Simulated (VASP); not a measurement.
# RbCl (Fm-3m) in VASP: notebook

The runs below take RbCl through single point, relaxation of volume and atoms at fixed shape, with PBEsol.

Everything below comes from runs of VASP 6.6.1. Logs are shortened: lines on timing, memory, paths and dates and some standing lists are left out, and cuts for length are marked.

### 1 The cell of the first run

Symmetry: Fm-3m, No. 225, cubic system. Conventional cell: a = 6.548 Å, b = 6.548 Å, c = 6.548 Å, α = 90.00°, β = 90.00°, γ = 90.00°. Rb (site symmetry m-3m) has 6 Cl at 3.27 Å within 4.3 Å. Cl (site symmetry m-3m) has 6 Rb at 3.27 Å within 4.3 Å.

### 2 Single point, PBEsol

File INCAR:

```
SYSTEM = RbCl
PREC     = Accurate       ! precision mode
ENCUT    = 500            ! plane-wave cutoff, eV
EDIFF    = 1E-6           ! SCF threshold, eV
ISMEAR   = 0              ! smearing method
SIGMA    = 0.01           ! smearing width, eV
LREAL    = .False.        ! projectors in reciprocal space
LASPH    = .True.         ! aspherical terms in the spheres
NELM     = 120            ! most SCF steps
ALGO     = Normal         ! electronic algorithm
ISIF     = 2              ! what is computed and relaxed
LWAVE    = .False.        ! write WAVECAR
LCHARG   = .False.        ! write CHGCAR
GGA      = PS             ! functional
NBANDS   = 15             ! bands
GGA_COMPAT= .False.
```

File KPOINTS:

```
Automatic mesh
0
Gamma
  5 5 5
  0 0 0
```

File POSCAR:

```
RbCl
1.0
    0.0000000000      3.2740000000      3.2740000000
    3.2740000000      0.0000000000      3.2740000000
    3.2740000000      3.2740000000      0.0000000000
Rb Cl
1 1
Direct
    0.0000000000      0.0000000000      0.0000000000
    0.5000000000      0.5000000000      0.5000000000
```

Potentials or basis: VASP PAW PBE potentials, release 64 (Rb_sv, Cl).

Launch:

```
$ cat potpaw_PBE.64/Rb_sv/POTCAR potpaw_PBE.64/Cl/POTCAR > POTCAR
$ mpirun -np 1 vasp_std > vasp.out
```

OUTCAR:

```text
SYSTEM = RbCl
   PREC = Accurate
   ENCUT = 500
   EDIFF = 1E-6
   ISMEAR = 0
   LREAL = .False.
   LASPH = .True.
   NELM = 120
   ISIF = 2
   GGA = PS

 ion  position               nearest neighbor table
   1  0.000  0.000  0.000-   2 3.27   2 3.27   2 3.27   2 3.27   2 3.27   2 3.27
   2  0.500  0.500  0.500-   1 3.27   1 3.27   1 3.27   1 3.27   1 3.27   1 3.27

  LATTYP: Found a face centered cubic cell.
 ALAT       =     6.5480000000

  Lattice vectors:

 A1 = (   0.0000000000,   3.2740000000,   3.2740000000)
 A2 = (   3.2740000000,   0.0000000000,   3.2740000000)
 A3 = (   3.2740000000,   3.2740000000,   0.0000000000)

Analysis of symmetry for initial positions (statically):
=====================================================================
 Subroutine PRICEL returns:
 Original cell was already a primitive cell.

 Routine SETGRP: Setting up the symmetry group for a
 face centered cubic supercell.

 Subroutine GETGRP returns: Found 48 space group operations
 (whereof 48 operations were pure point group operations)
 out of a pool of 48 trial point group operations.

The static configuration has the point symmetry O_h .

Analysis of symmetry for dynamics (positions and initial velocities):
=====================================================================
 Subroutine PRICEL returns:
 Original cell was already a primitive cell.

 Routine SETGRP: Setting up the symmetry group for a
 face centered cubic supercell.

 Subroutine GETGRP returns: Found 48 space group operations
 (whereof 48 operations were pure point group operations)
 out of a pool of 48 trial point group operations.

The dynamic configuration has the point symmetry O_h .

 Subroutine INISYM returns: Found 48 space group operations
 (whereof 48 operations are pure point group operations),
 and found     1 'primitive' translations

----------------------------------------------------------------------------------------

                                     Primitive cell

  volume of cell :      70.1885

  direct lattice vectors                    reciprocal lattice vectors
     0.000000000  3.274000000  3.274000000    -0.152718387  0.152718387  0.152718387
     3.274000000  0.000000000  3.274000000     0.152718387 -0.152718387  0.152718387
     3.274000000  3.274000000  0.000000000     0.152718387  0.152718387 -0.152718387

  length of vectors
     4.630135203  4.630135203  4.630135203     0.264516006  0.264516006  0.264516006

  position of ions in fractional coordinates (direct lattice)
     0.000000000  0.000000000  0.000000000
     0.500000000  0.500000000  0.500000000

  ion indices of the primitive-cell ions
   primitive index   ion index
                 1           1
                 2           2

----------------------------------------------------------------------------------------

 KPOINTS: Automatic mesh

Automatic generation of k-mesh.
 Grid dimensions read from file:
 generate k-points for:    5    5    5

 Generating k-lattice:

  Cartesian coordinates                     Fractional coordinates (reciprocal lattice)
    -0.030543677  0.030543677  0.030543677     0.200000000  0.000000000  0.000000000
     0.030543677 -0.030543677  0.030543677     0.000000000  0.200000000  0.000000000
     0.030543677  0.030543677 -0.030543677     0.000000000  0.000000000  0.200000000

  Length of vectors
     0.052903201  0.052903201  0.052903201

  Shift w.r.t. Gamma in fractional coordinates (k-lattice)
     0.000000000  0.000000000  0.000000000

 Subroutine IBZKPT returns following result:
 ===========================================

 Found     10 irreducible k-points:

 Following reciprocal coordinates:
            Coordinates               Weight
  0.000000  0.000000  0.000000      1.000000
  0.200000  0.000000  0.000000      8.000000
  0.400000  0.000000  0.000000      8.000000
  0.200000  0.200000  0.000000      6.000000
  0.400000  0.200000  0.000000     24.000000
 -0.400000  0.200000  0.000000     24.000000
 -0.200000  0.200000  0.000000     12.000000
  0.400000  0.400000  0.000000      6.000000
 -0.400000  0.400000  0.000000     12.000000
 -0.400000  0.400000  0.200000     24.000000
   k-points           NKPTS =     10   k-points in BZ     NKDIM =     10   number of bands    NBANDS=     15
   number of dos      NEDOS =    301   number of ions     NIONS =      2
   total plane-waves  NPLWV =  46656
   dimension x,y,z NGX =    36 NGY =   36 NGZ =   36
   dimension x,y,z NGXF=    72 NGYF=   72 NGZF=   72
   ions per type =               1   1
   NGX,Y,Z   is equivalent  to a cutoff of  12.93, 12.93, 12.93 a.u.
   NGXF,Y,Z  is equivalent  to a cutoff of  25.85, 25.85, 25.85 a.u.
 SYSTEM =  RbCl
   PREC   = accura    normal or accurate (medium, high low for compatibility)
   ISTART =      0    job   : 0-new  1-cont  2-samecut
   ICHARG =      2    charge: 1-file 2-atom 10-const
   ISPIN  =      1    spin polarized calculation?
   LNONCOLLINEAR =      F non collinear calculations
   LSORBIT =      F    spin-orbit coupling
   LASPH  =      T    aspherical Exc in radial PAW
   ENCUT  =  500.0 eV  36.75 Ry    6.06 a.u.   8.44  8.44  8.44*2*pi/ulx,y,z
   NELM   =    120;   NELMIN=  2; NELMDL= -5     # of ELM steps
   EDIFF  = 0.1E-05   stopping-criterion for ELM
   LREAL  =      F    real-space projection
   EDIFFG = 0.1E-04   stopping-criterion for IOM
   NSW    =      0    number of steps for IOM
   IBRION =     -1    ionic relax: 0-MD 1-quasi-New 2-CG
   NFREE  =      0    steps in history (QN), initial steepest desc. (CG)
   ISIF   =      2    stress and relaxation
   ISYM   =      2    0-nonsym 1-usesym 2-fastsym
   POTIM  = 0.5000    time-step for ionic-motion
   TEBEG  =    0.0;   TEEND  =   0.0 temperature during run
   PSTRESS=    0.0 pullay stress
   NELECT =      16.0000    total number of electrons
   NUPDOWN=      -1.0000    fix difference up-down
   EMIN   =  10.00;   EMAX   =-10.00  energy-range for DOS
   EFERMI =   0.00;   METHOD = LEGACY
   ISMEAR =     0;   SIGMA  =   0.01  broadening in eV -4-tet -1-fermi 0-gaus
   EFERMI_NEDOS =   21; number of points for ismear=-14 and -15
   IALGO  =     38    algorithm
   IMIX   =      4    mixing-type and parameters
     AMIX     =   0.40;   BMIX     =  1.00
     AMIX_MAG =   1.60;   BMIX_MAG =  1.00
  volume/ion in A,a.u.               =      35.09       236.83
  Fermi-wavevector in a.u.,A,eV,Ry     =   1.000060  1.889840 13.607465  1.000120
  Thomas-Fermi vector in A             =   2.132392
   LORBIT       =      0    0 simple, 1 ext, 2 COOP (PROOUT), +10 PAW based schemes
   GGA     = PS    functional components
   LHFCALC =     F    Hartree Fock is set to
   AEXX    =    0.0000 exact exchange contribution
   IVDW    =     0    specifies the selected vdW correction
   LEPSILON=     F    determine dielectric tensor
   LRPA    =     F    only Hartree local field effects (RPA)
 non-spin polarized calculation
 Gauss-broadening in eV      SIGMA  =   0.01
  energy-cutoff  :      500.00
  volume of cell :       70.19
 maximum number of plane-waves:      1807
 NGX is ok and might be reduce to    36
   NGX = 17   NGY = 17   NGZ = 17

 number of electron      16.0000001 magnetization

 Free energy of the ion-electron system (eV)
  ---------------------------------------------------
  ext. energy  EPLUGINS =         0.00000000
  ---------------------------------------------------
  free energy    TOTEN  =        -6.89454492 eV

  energy without entropy =       -6.89454492  energy(sigma->0) =       -6.89454492

 E-fermi :  -1.7524     XC(G=0):  -7.5903

 val. band max:       -1.8940425871   @ k =   0.0000   0.0000   0.0000
 cond. band min:       2.9932261941   @ k =   0.0000   0.0000   0.0000
 fundamental gap:      4.8872687812
 Fermi energy:        -1.7523538062

 k-point     1 :       0.0000    0.0000    0.0000
  band No.  band energies     occupation
      1     -25.7352      2.00000
      2     -13.8769      2.00000
      3      -9.7951      2.00000
      4      -9.7951      2.00000
      5      -9.7951      2.00000
      6      -1.8940      2.00000
      7      -1.8940      2.00000
      8      -1.8940      2.00000
      9       2.9932      0.00000
     10       6.0188      0.00000
     11       6.0188      0.00000
     12       6.0188      0.00000
     13       7.0098      0.00000
     14       7.0098      0.00000
     15      10.0615      0.00000

 k-point     2 :       0.2000    0.0000    0.0000
  band No.  band energies     occupation
      1     -25.7291      2.00000
      2     -13.9009      2.00000
      3      -9.7996      2.00000
      4      -9.7996      2.00000
      5      -9.7843      2.00000
      6      -2.2617      2.00000
      7      -2.0257      2.00000
      8      -2.0257      2.00000
      9       3.8780      0.00000
     10       5.8023      0.00000
     11       6.5231      0.00000
     12       6.5231      0.00000
     13       7.6055      0.00000
     14       7.6055      0.00000
     15      11.5466      0.00000

 k-point     3 :       0.4000    0.0000    0.0000
  band No.  band energies     occupation
      1     -25.7192      2.00000
      2     -13.9394      2.00000
      3      -9.8067      2.00000
      4      -9.8067      2.00000
      5      -9.7674      2.00000
      6      -2.7362      2.00000
      7      -2.2240      2.00000
      8      -2.2240      2.00000
      9       5.4521      0.00000
     10       5.9293      0.00000
     11       7.8246      0.00000
     12       7.8246      0.00000
     13       8.9667      0.00000
     14       8.9667      0.00000
     15      10.4778      0.00000
[... 91 lines left out ...]
 k-point     9 :      -0.4000    0.4000    0.0000
  band No.  band energies     occupation
      1     -25.7126      2.00000
      2     -13.8515      2.00000
      3     -10.0446      2.00000
      4      -9.8809      2.00000
      5      -9.8721      2.00000
      6      -2.2232      2.00000
      7      -2.1986      2.00000
      8      -2.0880      2.00000
      9       4.6890      0.00000
     10       6.7909      0.00000
     11       7.0050      0.00000
     12       8.0427      0.00000
     13       8.6678      0.00000
     14       9.3116      0.00000
     15      10.6567      0.00000

 k-point    10 :      -0.4000    0.4000    0.2000
  band No.  band energies     occupation
      1     -25.7137      2.00000
      2     -13.8744      2.00000
      3      -9.9577      2.00000
      4      -9.9522      2.00000
      5      -9.7909      2.00000
      6      -2.4166      2.00000
      7      -2.1991      2.00000
      8      -2.0958      2.00000
      9       5.2713      0.00000
     10       5.9835      0.00000
     11       7.3013      0.00000
     12       8.1356      0.00000
     13       9.1422      0.00000
     14       9.2389      0.00000
     15      10.1940      0.00000

------------------------ aborting loop because EDIFF is reached ----------------------------------------

  FORCE on cell =-STRESS in cart. coord.  units (eV):
  Direction    XX          YY          ZZ          XY          YZ          ZX
  --------------------------------------------------------------------------------------
  -------------------------------------------------------------------------------------
  Total       -0.0106808     -0.0106808     -0.0106808     -0.0000000     -0.0000000     -0.0000000
  in kB       -0.2438090     -0.2438090     -0.2438090     -0.0000000     -0.0000000     -0.0000000
  external PRESSURE =      -0.2438090 kB  Pullay stress =       0.0000000 kB

 VOLUME and BASIS-vectors are now :
 -----------------------------------------------------------------------------
  energy-cutoff  :      500.00
  volume of cell :       70.19
      direct lattice vectors                 reciprocal lattice vectors
     0.000000000  3.274000000  3.274000000    -0.152718387  0.152718387  0.152718387
     3.274000000  0.000000000  3.274000000     0.152718387 -0.152718387  0.152718387
     3.274000000  3.274000000  0.000000000     0.152718387  0.152718387 -0.152718387

 POSITION                                       TOTAL-FORCE (eV/Angst)
 -----------------------------------------------------------------------------------
      0.00000      0.00000      0.00000         0.000000      0.000000      0.000000
      3.27400      3.27400      3.27400        -0.000000     -0.000000     -0.000000
 -----------------------------------------------------------------------------------
    total drift:                                0.000000      0.000000      0.000000

  FREE ENERGIE OF THE ION-ELECTRON SYSTEM (eV)
  ---------------------------------------------------
  free  energy   TOTEN  =        -6.8945449189 eV

  energy  without entropy=       -6.8945449189  energy(sigma->0) =       -6.89454492
```

It took 19 s on 1 thread of Intel Xeon 8259CL, shared host; peak memory 0.2 GiB.

Results:

| Quantity | Value |
| --- | --- |
| Free energy | -6.8945 eV |
| Pressure | 0.0 GPa |
| Band gap on the k mesh | 4.89 eV, direct |

Caveat: the PAW data sets were made with another functional, which shifts forces and pressure a little. PBEsol gaps usually lie below the measured ones, often by a third to a half.

### 3 Relaxation of volume and atoms at fixed shape, PBEsol

File INCAR:

```
SYSTEM = RbCl
  PREC = Accurate
  ENCUT = 500
  EDIFF = 1E-7
  ISMEAR = 0
  SIGMA = 0.01
  LREAL = .False.
  LASPH = .True.
  NELM = 120
  ALGO = Normal
  ISIF = 8
  LWAVE = .False.
  LCHARG = .False.
  GGA = PS
  IBRION = 2
  NSW = 80
  EDIFFG = -0.03
  GGA_COMPAT = .False.
  NELMIN = 4
```

File KPOINTS:

```
regular mesh
0
Gamma
  5 5 5
  0 0 0
```

POSCAR is that of step 2.

Potentials or basis: VASP PAW PBE potentials, release 64 (Rb_sv, Cl).

Launch:

```
$ cat potpaw_PBE.64/Rb_sv/POTCAR potpaw_PBE.64/Cl/POTCAR > POTCAR
$ mpirun -np 1 vasp_std > vasp.out
```

OUTCAR:

```text
SYSTEM = RbCl
   PREC = Accurate
   ENCUT = 500
   EDIFF = 1E-7
   ISMEAR = 0
   LREAL = .False.
   LASPH = .True.
   NELM = 120
   ISIF = 8
   GGA = PS
   IBRION = 2
   NSW = 80
   EDIFFG = -0.03
   NELMIN = 4

 ion  position               nearest neighbor table
   1  0.000  0.000  0.000-   2 3.27   2 3.27   2 3.27   2 3.27   2 3.27   2 3.27
   2  0.500  0.500  0.500-   1 3.27   1 3.27   1 3.27   1 3.27   1 3.27   1 3.27
[... 327 lines left out ...]

------------------------ aborting loop because EDIFF is reached ----------------------------------------

  FORCE on cell =-STRESS in cart. coord.  units (eV):
  Direction    XX          YY          ZZ          XY          YZ          ZX
  --------------------------------------------------------------------------------------
  -------------------------------------------------------------------------------------
  Total       -0.0092962     -0.0092962     -0.0092962      0.0000000      0.0000000     -0.0000000
  in kB       -0.2122024     -0.2122024     -0.2122024      0.0000000      0.0000000     -0.0000000
  external PRESSURE =      -0.2122024 kB  Pullay stress =       0.0000000 kB

 VOLUME and BASIS-vectors are now :
 -----------------------------------------------------------------------------
  energy-cutoff  :      500.00
  volume of cell :       70.19
      direct lattice vectors                 reciprocal lattice vectors
     0.000000000  3.274000000  3.274000000    -0.152718387  0.152718387  0.152718387
     3.274000000  0.000000000  3.274000000     0.152718387 -0.152718387  0.152718387
     3.274000000  3.274000000  0.000000000     0.152718387  0.152718387 -0.152718387

 POSITION                                       TOTAL-FORCE (eV/Angst)
 -----------------------------------------------------------------------------------
      0.00000      0.00000      0.00000        -0.000000     -0.000000     -0.000000
      3.27400      3.27400      3.27400         0.000000      0.000000      0.000000
 -----------------------------------------------------------------------------------
    total drift:                                0.000000      0.000000      0.000000

  FREE ENERGIE OF THE ION-ELECTRON SYSTEM (eV)
  ---------------------------------------------------
  free  energy   TOTEN  =        -6.8945448371 eV

  energy  without entropy=       -6.8945448371  energy(sigma->0) =       -6.89454484

 reached required accuracy - stopping structural energy minimisation
```

CONTCAR:

```text
RbCl
   1.00000000000000
     0.0000000000000000    3.2740000000000000    3.2740000000000000
     3.2740000000000000    0.0000000000000000    3.2740000000000000
     3.2740000000000000    3.2740000000000000    0.0000000000000000
  Rb              Cl
     1     1
Direct
     0.0000000000000000    0.0000000000000000    0.0000000000000000
     0.5000000000000000    0.5000000000000000    0.5000000000000000

  0.00000000E+00  0.00000000E+00  0.00000000E+00
  0.00000000E+00  0.00000000E+00  0.00000000E+00
```

Wall time 20 s (1 thread of Intel Xeon 8259CL, shared host); peak memory 0.2 GiB.

Results:

```yaml
Free_energy: -6.8945 eV
Pressure_after_relaxing: 0.0 GPa
Band_gap_on_the_k_mesh: 4.89 eV, direct
```

Final structure:
```xyz
2
Lattice="0.0000 3.2740 3.2740 3.2740 0.0000 3.2740 3.2740 3.2740 0.0000" Properties=species:S:1:pos:R:3 pbc="T T T"
Rb    0.0000    0.0000    0.0000
Cl    3.2740    3.2740    3.2740
```

Caveat: the relaxation stopped at its first step, so nothing moved; the PAW data sets were made with another functional, which shifts forces and pressure a little.
